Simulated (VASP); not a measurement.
The system is BaPdO3.

```xyz
5
Lattice="4.1283 0.0000 0.0000 0.0000 4.1283 0.0000 0.0000 0.0000 4.1283" Properties=species:S:1:pos:R:3 pbc="T T T"
Ba    0.0000    0.0000    0.0000
Pd    2.0641    2.0641    2.0641
O     0.0000    2.0641    2.0641
O     2.0641    0.0000    2.0641
O     2.0641    2.0641    0.0000
```

Base run:

| Item | Value |
| --- | --- |
| Program | VASP 6.6.1 |
| Functional | LDA |
| Potentials or basis | VASP PAW LDA potentials, release 64 (Ba_sv, Pd, O) |
| Cutoff | 520 eV |
| k mesh | 6 × 6 × 6 |
| Occupations | methfessel-paxton, width 0.1 eV |
| Spin | no spin polarisation |

Its results: band gap on the k mesh zero (band 19 reaches 3.52 eV, above the bottom of band 20 at 2.43 eV); pressure -12.2 GPa.

Problem. The run is repeated on the same cell with these changes: k mesh from 6 × 6 × 6 to 3 × 3 × 3. What comes out?

Solution. Band gap on the k mesh zero (band 19 reaches 3.21 eV, above the bottom of band 20 at 2.50 eV); pressure -11.2 GPa.

Caveats: some runs use coarse meshes; spin-orbit coupling is left out, which moves the levels of the heavy elements.
